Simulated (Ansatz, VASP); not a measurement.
**Two plane-wave programs on Al2Ru**

INCAR

```
ALGO = Fast ; EDIFF = 1E-7
ENCUT = 520 ; ISIF = 2
ISMEAR = 0 ; LASPH = True
LCHARG = True ; LELF = True
LREAL = False ; LVHAR = True
LWAVE = False ; NBANDS = 29
NELM = 100 ; PREC = Accurate
SIGMA = 0.03
```

Contents of KPOINTS:

```
k-points
0
Gamma
  10 10 10
```

The input POSCAR:

```
Al2Ru
1.0
    0.0000000000      4.0516962768      4.4543353187
    2.1807315016      0.0000000000      4.4543353187
    2.1807315016      4.0516962768      0.0000000000
Al Ru
4 2
Direct
    0.0788992938      0.4211007062      0.0788992938
    0.4211007062      0.0788992938      0.4211007062
    0.1711007062      0.8288992938      0.1711007062
    0.8288992938      0.1711007062      0.8288992938
    0.7500000000      0.7500000000      0.7500000000
    0.5000000000      0.5000000000      0.5000000000
```

Input for Ansatz:

```yaml
crystal:
  lattice:
    - [0.0, 4.0516962768, 4.4543353187]
    - [2.1807315016, 0.0, 4.4543353187]
    - [2.1807315016, 4.0516962768, 0.0]
  atoms:
    - { symbol: Al, position: [0.0788992938, 0.4211007062, 0.0788992938] }
    - { symbol: Al, position: [0.4211007062, 0.0788992938, 0.4211007062] }
    - { symbol: Al, position: [0.1711007062, 0.8288992938, 0.1711007062] }
    - { symbol: Al, position: [0.8288992938, 0.1711007062, 0.8288992938] }
    - { symbol: Ru, position: [0.75, 0.75, 0.75] }
    - { symbol: Ru, position: [0.5, 0.5, 0.5] }
basis:
  ecutwfc: 420
kpoints:
  mp_grid: { grid: [10, 10, 10] }
hamiltonian:
  xc: lda
  pseudopotentials: { kind: paw, azcp: { folder: soft_1 } }
scf:
  occupations: { method: gaussian, width: 0.03 }
output:
  forces: true
  stress: true
  eigenvalues: true
```

Change from the starting cell: volume 13.119 Å^3 an atom, stretch along a over the lengths across it, relative to the relaxed cell 0.9135.

Alike in both runs: task single point; functional LDA; k mesh 10 × 10 × 10; occupations gaussian, width 0.03 eV; no spin polarisation.

```csv
,VASP,Ansatz
version,VASP 6.6.1,Ansatz 0.2.0
potentials or method,"VASP PAW LDA potentials, release 64 (Al, Ru_pv), cutoff 520 eV","scalar-relativistic, plane waves, PAW"
valence electrons in the cell,40,44
```

|  | VASP | Ansatz | Ansatz less VASP |
| --- | --- | --- | --- |
| gap on the k mesh at the Fermi level (eV) | none | none | - |
| pressure (GPa) | 6.2 | 5.7 | -0.52 |
| traceless stress, the component that is largest in VASP (GPa) | 18.55 | 18.49 | -0.064 |
| rms of the force components (eV/Å) | 0.187 | 0.186 | -0.0009 |

Ansatz warns that its potentials were made for another functional, while VASP's fit it. LDA's correlation is that of Perdew and Zunger in VASP and of Perdew and Wang (1992) in Ansatz. Atom by atom the forces differ by 0.001 eV/Å (rms over components). A gap of «none» marks a metal or a gap that the smearing closes. VASP's potentials hold 40 valence electrons a cell and Ansatz's 44, so a difference there can come from the potentials and not from the codes.
